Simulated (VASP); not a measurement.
Here is a VASP 6.6.1 calculation.

The input POSCAR:

```
Al3BP4
1.0
    6.1656909052     -1.8447831363      0.0297334774
    6.1656909052      1.8447831363      0.0297334774
   -1.0904634143      0.0000000000      6.3910057457
B Al P
1 3 4
Direct
   -0.0011609864     -0.0011609864     -0.0049900615
    0.4991226052      0.4991226052      0.5010275118
    0.2537008434      0.2537008434      0.7623715966
    0.7461128139      0.7461128139      0.2354749578
    0.5517983475      0.5517983475      0.1541558206
    0.0592921350      0.0592921350      0.7220005506
    0.8351288450      0.8351288450      0.9440754182
    0.3060053964      0.3060053964      0.4358842059
```

Contents of INCAR.step1:

```
SYSTEM = Al3BP4
PREC     = Accurate       ! precision mode
ENCUT    = 520            ! plane-wave cutoff, eV
EDIFF    = 1E-5           ! SCF threshold, eV
ISMEAR   = 0              ! smearing method
SIGMA    = 0.01           ! smearing width, eV
LREAL    = .FALSE.        ! projectors in reciprocal space
LASPH    = .TRUE.         ! aspherical terms in the spheres
NELM     = 100            ! most SCF steps
ALGO     = Normal         ! electronic algorithm
ISIF     = 2              ! what is computed and relaxed
LWAVE    = .TRUE.         ! write WAVECAR
LCHARG   = .FALSE.        ! write CHGCAR
GGA      = PE             ! functional
NBANDS   = 26             ! bands
```

File INCAR.step2:

```
SYSTEM = Al3BP4
PREC     = Accurate       ! precision mode
ENCUT    = 520            ! plane-wave cutoff, eV
EDIFF    = 1E-7           ! SCF threshold, eV
ISMEAR   = 0              ! smearing method
SIGMA    = 0.01           ! smearing width, eV
LREAL    = .FALSE.        ! projectors in reciprocal space
LASPH    = .TRUE.         ! aspherical terms in the spheres
NELM     = 100            ! most SCF steps
ALGO     = Normal         ! electronic algorithm
ISIF     = 2              ! what is computed and relaxed
LWAVE    = .FALSE.        ! write WAVECAR
LCHARG   = .FALSE.        ! write CHGCAR
GGA      = PE             ! functional
LHFCALC  = .TRUE.         ! exact exchange
AEXX     = 0.25           ! exact-exchange fraction
PRECFOCK = Fast         
ISTART   = 1            
NBANDS   = 26             ! bands
```

Contents of KPOINTS:

```
Automatic mesh
0
G
  4 4 2
  0 0 0
```

Potentials or basis: VASP PAW PBE potentials, release 64 (B, Al, P).

The run is started by

```console
$ cat potpaw_PBE.64/B/POTCAR potpaw_PBE.64/Al/POTCAR potpaw_PBE.64/P/POTCAR > POTCAR
$ cp INCAR.step1 INCAR
$ mpirun -np 1 vasp_std > vasp.out
$ cp INCAR.step2 INCAR
$ mpirun -np 1 vasp_std > vasp.out
```

Question: What does it give for the pressure?

Answer: -0.9 GPa.

Question: Predict the largest force.

Answer: 0.117 eV/Å.

Question: What does it give for the band gap on the k mesh?

Answer: 2.56 eV (least direct gap 2.93 eV).

Stress tensor (GPa, compression positive):
```
-1.01  0.00  0.01
 0.00 -0.41  0.00
 0.01  0.00 -1.22
```

Caveat: the k points lie up to 0.49 Å⁻¹ apart; the PAW data sets were made with another functional, which shifts forces and pressure a little. A k mesh can miss the band edges.
